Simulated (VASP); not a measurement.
# ZnO (CsCl type): single point with PBE

ZnO (CsCl type):

```
CELL_PARAMETERS angstrom
2.68818 0.00000 0.00000
0.00000 2.68818 0.00000
0.00000 0.00000 2.68818
ATOMIC_POSITIONS crystal
Zn 0.00000 0.00000 0.00000
O 0.50000 0.50000 0.50000
```

```json
{
  "Program": "VASP 6.6.1",
  "Task": "single point",
  "Functional": "PBE",
  "Potentials or basis": "VASP PAW PBE potentials, release 64 (Zn, O)",
  "Cutoff": "520 eV",
  "k mesh": "15 × 15 × 15",
  "Occupations": "fermi-dirac, width 0.05 eV",
  "Spin": "no spin polarisation",
  "Dipole correction": "no",
  "Further INCAR settings": "ALGO = Normal; EDIFF = 1e-06; NBANDS = 16"
}
```

```
Pressure               : 0.7 GPa
Band gap on the k mesh : zero (band 9 reaches 3.11 eV, above the bottom of band 10 at 2.27 eV)
```

Levels at points of the mesh, in eV from the Fermi level:
| k point | band 5 | band 6 | band 7 | band 8 | band 9 | band 10 | band 11 | band 12 | band 13 | band 14 |
| --- | --- | --- | --- | --- | --- | --- | --- | --- | --- | --- |
| (0.00, 0.00, 0.00) | -5.47 | -5.47 | -1.31 | -1.31 | -1.31 | -0.98 | 14.01 | 14.01 | 17.23 | 17.23 |

Run time: 43 s on 1 thread of Intel Xeon 8259CL (shared host), peak memory 0.15 GiB.
